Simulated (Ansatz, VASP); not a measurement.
# Ni2Cl: VASP beside Ansatz

```
Ni Cl
1.0
     0.00000    2.82693    2.82693
     2.82693    0.00000    2.82693
     2.82693    2.82693    0.00000
Ni Cl
2 1
Cartesian
  4.2404 4.2404 4.2404
  2.8269 2.8269 2.8269
  0.0000 0.0000 0.0000
```

Change from the starting cell: species swapped into the Cu2Se type (F-43m, No. 216).

Alike in both runs: task single point; functional PBE; k mesh 6 × 6 × 6; occupations gaussian, width 0.1 eV; collinear spin.

|  | VASP | Ansatz |
| --- | --- | --- |
| version | VASP 6.6.1 | Ansatz 0.2.0 |
| potentials or method | VASP PAW PBE potentials, release 64 (Ni, Cl), cutoff 520 eV | scalar-relativistic, plane waves, PAW |
| valence electrons in the cell | 27 | 43 |

Ansatz gave:

- gap on the k mesh at the Fermi level (eV): none
- pressure (GPa): 1.0
- net moment per atom (μB): 0.44
- size of the moment on the site where the two differ most (μB): 0.61

Question: Estimate VASP's values.

Answer: gap on the k mesh at the Fermi level (eV): none; pressure (GPa): 1.0; net moment per atom (μB): 0.44; size of the moment on the site where the two differ most (μB): 0.59.

Site moments also hang on the region over which each program counts them. A gap of «none» marks a metal or a gap that the smearing closes. With one functional, cell and mesh, what is left measures potentials, basis and numerics. VASP's potentials hold 27 valence electrons a cell and Ansatz's 43, so a difference there can come from the potentials and not from the codes.
